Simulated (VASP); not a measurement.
# Cd4InO (F-43m) in VASP: further runs, part 2 of 2

VASP 6.6.1.

## (4) Relaxation of cell and atoms, PBE

The input, INCAR:

```
SYSTEM = Cd4InO
PREC = Accurate ; ENCUT = 600
EDIFF = 1E-6 ; ISMEAR = 0
SIGMA = 0.1 ; LREAL = .False.
LASPH = .True. ; NELM = 60
ALGO = Normal ; ISIF = 3
LWAVE = .False. ; LCHARG = .False.
GGA = PE ; IBRION = 2
NSW = 90 ; EDIFFG = -0.04
```

The input, KPOINTS:

```
Automatic mesh
0
Gamma
  4 4 4
  0 0 0
```

The input, POSCAR:

```
Cd4InO
1.0
    0.0000000000      4.1348660400      4.1348660400
    4.1348660400      0.0000000000      4.1348660400
    4.1348660400      4.1348660400      0.0000000000
Cd In O
4 1 1
Direct
    0.2101351000      0.5966216300      0.5966216300
    0.5966216300      0.5966216300      0.5966216300
    0.5966216300      0.2101351000      0.5966216300
    0.5966216300      0.5966216300      0.2101351000
    0.0000000000      0.0000000000      0.0000000000
    0.5000000000      0.5000000000      0.5000000000
```

Command:

```sh
$ cat potpaw_PBE.64/Cd/POTCAR potpaw_PBE.64/In_d/POTCAR potpaw_PBE.64/O/POTCAR > POTCAR
$ mpirun -np 1 vasp_std > vasp.out
```

It took 50 min on 1 thread of Intel Xeon 8259CL, shared host; peak memory 0.38 GiB.

Results (log left out):

```
Free energy                           : -5.5822 eV
Relaxed volume                        : 45.86 Å³/atom
Relaxed cell                          : a = 7.301 Å, b = 7.301 Å, c = 7.301 Å, α = 60.00°, β = 60.00°, γ = 60.00°
Space group after relaxing (to 0.1 Å) : F-43m (No. 216)
Pressure after relaxing               : -0.1 GPa
Largest force after relaxing          : 0.008 eV/Å
Band gap on the k mesh                : zero (an odd number of electrons rules out a gap without spin polarisation)
```

Forces in eV/Å, atoms in the order of the input:
```
Cd   0.005 -0.005 -0.005
Cd   0.005  0.005  0.005
Cd  -0.005  0.005 -0.005
Cd  -0.005 -0.005  0.005
In   0.000  0.000  0.000
O    0.000  0.000  0.000
```

Final structure:
```cif
data_structure
_symmetry_space_group_name_H-M 'P 1'
_symmetry_Int_Tables_number 1
_cell_length_a 7.3005
_cell_length_b 7.3005
_cell_length_c 7.3005
_cell_angle_alpha 60.000
_cell_angle_beta 60.000
_cell_angle_gamma 60.000
_cell_volume 275.13
loop_
_atom_site_label
_atom_site_type_symbol
_atom_site_fract_x
_atom_site_fract_y
_atom_site_fract_z
_atom_site_occupancy
Cd1 Cd 0.45022 0.84993 0.84993 1
Cd2 Cd 0.84993 0.84993 0.84993 1
Cd3 Cd 0.84993 0.45022 0.84993 1
Cd4 Cd 0.84993 0.84993 0.45022 1
In1 In 0.00000 0.00000 0.00000 1
O1 O 0.50000 0.50000 0.50000 1
```

Levels at points of the mesh, in eV from the Fermi level:
| k point | band 31 | band 32 | band 33 | band 34 | band 35 | band 36 | band 37 | band 38 |
| --- | --- | --- | --- | --- | --- | --- | --- | --- |
| (0.00, 0.00, 0.00) | -1.57 | -0.24 | -0.24 | -0.24 | 0.64 | 0.64 | 0.64 | 2.62 |
| (0.50, 0.00, 0.00) | -1.32 | -0.18 | -0.18 | -0.04 | 1.20 | 1.20 | 1.85 | 3.23 |
| (0.50, 0.50, 0.00) | -0.39 | -0.04 | -0.04 | 0.09 | 0.10 | 2.35 | 2.35 | 2.72 |

Caveat: the volume moved by over 15 % at a fixed basis, so the end points are rough; spin-orbit coupling is left out, which moves the levels of the heavy elements; an odd number of electrons without spin polarisation forces a metal; a magnetic or distorted state may lie lower.

## (5) Single point, PBE

This run uses another cell than the first one, of 31.31 Å³/atom.

The input, INCAR:

```
SYSTEM = Cd4InO
PREC     = Accurate       ! precision mode
ENCUT    = 520            ! plane-wave cutoff, eV
EDIFF    = 1E-6           ! SCF threshold, eV
ISMEAR   = 0              ! smearing method
SIGMA    = 0.1            ! smearing width, eV
LREAL    = .False.        ! projectors in reciprocal space
LASPH    = .True.         ! aspherical terms in the spheres
NELM     = 100            ! most SCF steps
ALGO     = Normal         ! electronic algorithm
ISIF     = 2              ! what is computed and relaxed
LWAVE    = .False.        ! write WAVECAR
LCHARG   = .False.        ! write CHGCAR
GGA      = PE             ! functional
NBANDS   = 42             ! bands
```

The input, KPOINTS:

```
Automatic mesh
0
Gamma
  8 8 8
  0 0 0
```

The input, POSCAR:

```
Cd4InO
1.0
    0.0000000000      4.5454838176      4.5454838176
    4.5454838176      0.0000000000      4.5454838176
    4.5454838176      4.5454838176      0.0000000000
Cd In O
4 1 1
Direct
    0.3619002138      0.3619002138      0.9142993587
    0.3619002138      0.9142993587      0.3619002138
    0.9142993587      0.3619002138      0.3619002138
    0.3619002138      0.3619002138      0.3619002138
    0.0000000000      0.0000000000      0.0000000000
    0.5000000000      0.5000000000      0.5000000000
```

Potentials or basis: VASP PAW PBE potentials, release 64 (Cd, In_d, O).

Command:

```sh
$ cat potpaw_PBE.64/Cd/POTCAR potpaw_PBE.64/In_d/POTCAR potpaw_PBE.64/O/POTCAR > POTCAR
$ mpirun -np 1 vasp_std > vasp.out
```

OUTCAR:

```text
SYSTEM = Cd4InO
   PREC = Accurate
   ENCUT = 520
   EDIFF = 1E-6
   ISMEAR = 0
   LREAL = .False.
   LASPH = .True.
   NELM = 100
   ISIF = 2
   GGA = PE

 ion  position               nearest neighbor table
   1  0.362  0.362  0.914-   6 2.17   3 2.88   4 2.88   2 2.88   3 3.55   2 3.55   4 3.55   5 3.74
                             5 3.74   5 3.74
   2  0.362  0.914  0.362-   6 2.17   3 2.88   4 2.88   1 2.88   3 3.55   1 3.55   4 3.55   5 3.74
                             5 3.74   5 3.74
   3  0.914  0.362  0.362-   6 2.17   2 2.88   4 2.88   1 2.88   2 3.55   1 3.55   4 3.55   5 3.74
                             5 3.74   5 3.74
   4  0.362  0.362  0.362-   6 2.17   2 2.88   3 2.88   1 2.88   2 3.55   1 3.55   3 3.55   5 3.74
                             5 3.74   5 3.74
   5  0.000  0.000  0.000-   2 3.74   3 3.74   1 3.74   1 3.74   3 3.74   2 3.74   4 3.74   4 3.74
                             4 3.74   1 3.74   2 3.74   3 3.74
   6  0.500  0.500  0.500-   4 2.17   2 2.17   3 2.17   1 2.17

  LATTYP: Found a face centered cubic cell.
 ALAT       =     9.0909676352

  Lattice vectors:

 A1 = (   0.0000000000,   4.5454838176,   4.5454838176)
[... 189 lines left out ...]
 fundamental gap:      0.1656485770
 Fermi energy:         1.1774522794

 k-point     1 :       0.0000    0.0000    0.0000
  band No.  band energies     occupation
      1     -17.6015      2.00000
      2     -13.2967      2.00000
      3     -13.2967      2.00000
      4     -13.2924      2.00000
      5     -13.2924      2.00000
      6     -13.2924      2.00000
[... 1069 lines left out ...]
     41       5.8290      0.00000
     42       6.5486      0.00000

 [... further k-points ...]

------------------------ aborting loop because EDIFF is reached ----------------------------------------

  FORCE on cell =-STRESS in cart. coord.  units (eV):
  Direction    XX          YY          ZZ          XY          YZ          ZX
  --------------------------------------------------------------------------------------
  -------------------------------------------------------------------------------------
  Total        0.4066909      0.4066909      0.4066909      0.0000000      0.0000000      0.0000000
  in kB        3.4690029      3.4690029      3.4690029      0.0000000      0.0000000      0.0000000
  external PRESSURE =       3.4690029 kB  Pullay stress =       0.0000000 kB

 VOLUME and BASIS-vectors are now :
 -----------------------------------------------------------------------------
  energy-cutoff  :      520.00
  volume of cell :      187.83
      direct lattice vectors                 reciprocal lattice vectors
     0.000000000  4.545483818  4.545483818    -0.109999292  0.109999292  0.109999292
     4.545483818  0.000000000  4.545483818     0.109999292 -0.109999292  0.109999292
     4.545483818  4.545483818  0.000000000     0.109999292  0.109999292 -0.109999292

 POSITION                                       TOTAL-FORCE (eV/Angst)
 -----------------------------------------------------------------------------------
      5.80094      5.80094      3.29002         0.037334      0.037334     -0.037334
      5.80094      3.29002      5.80094         0.037334     -0.037334      0.037334
      3.29002      5.80094      5.80094        -0.037334      0.037334      0.037334
      3.29002      3.29002      3.29002        -0.037334     -0.037334     -0.037334
      0.00000      0.00000      0.00000         0.000000      0.000000     -0.000000
      4.54548      4.54548      4.54548         0.000000      0.000000      0.000000
 -----------------------------------------------------------------------------------
    total drift:                                0.000000      0.000000     -0.000000

  FREE ENERGIE OF THE ION-ELECTRON SYSTEM (eV)
  ---------------------------------------------------
  free  energy   TOTEN  =       -10.7343802337 eV

  energy  without entropy=      -10.7252282147  energy(sigma->0) =      -10.72980422
```

It took 5.5 min on 1 thread of Intel Xeon 8259CL, shared host; peak memory 0.45 GiB.

What came out:

| Item | Value |
| --- | --- |
| Free energy | -10.7344 eV |
| Pressure | 0.3 GPa |
| Largest force | 0.065 eV/Å |
| Band gap on the k mesh | zero (an odd number of electrons rules out a gap without spin polarisation) |

Forces in eV/Å, atoms in the order of the input:
```
Cd   0.037  0.037 -0.037
Cd   0.037 -0.037  0.037
Cd  -0.037  0.037  0.037
Cd  -0.037 -0.037 -0.037
In   0.000  0.000  0.000
O    0.000  0.000  0.000
```

Levels at points of the mesh, in eV from the Fermi level:
```tsv
k point	band 30	band 31	band 32	band 33	band 34	band 35	band 36	band 37	band 38	band 39
(0.00, 0.00, 0.00)	-4.15	-2.65	-0.47	-0.47	-0.47	1.13	1.13	1.13	2.00	2.00
(0.50, 0.00, 0.00)	-4.18	-3.63	-1.08	-0.80	-0.80	1.39	1.39	2.63	3.54	3.54
(0.50, 0.50, 0.00)	-4.42	-3.71	-1.06	-0.75	-0.75	0.33	2.98	3.40	3.40	3.98
```

Caveat: spin-orbit coupling is left out, which moves the levels of the heavy elements; an odd number of electrons without spin polarisation forces a metal; a magnetic or distorted state may lie lower.

## (6) Summary

| task | cell | k mesh | cutoff (eV) | gap on the mesh (eV) | pressure (GPa) | largest force (eV/Å) |
| --- | --- | --- | --- | --- | --- | --- |
| single point | a = 5.848 Å, angles 60.0°, 6 atoms, atomic positions A | 4 × 4 × 4 | 520 | none | 165.4 | 81.73 |
| single point | a = 6.417 Å, angles 60.0°, 6 atoms, atomic positions B | 4 × 4 × 4 | 520 | none | 0.4 | 0.07 |
| relaxation of cell and atoms | relaxed from a = 5.848 Å, angles 60.0°, 6 atoms, atomic positions A | 4 × 4 × 4 | 600 | none | -0.1 | 0.01 |
| single point | a = 6.428 Å, angles 60.0°, 6 atoms, atomic positions B | 8 × 8 × 8 | 520 | none | 0.3 | 0.06 |

Alike in all rows: level PBE; potentials or basis VASP PAW PBE potentials, release 64 (Cd, In_d, O); no spin polarisation; smearing gaussian 0.1 eV.

Caveats: spin-orbit coupling is left out, which moves the levels of the heavy elements; an odd number of electrons without spin polarisation forces a metal; a magnetic or distorted state may lie lower; atoms lie so close that the PAW spheres overlap strongly, which falsifies energies and pressures (at least some runs); the cell stands under pressure (at least some runs); the volume moved by over 15 % at a fixed basis, so the end points are rough (at least some runs).

Total energies depend on the potentials used, so only differences within one code and one set of settings carry meaning.

The gap in the log of VASP goes by the Fermi energy; the results here count the filled bands.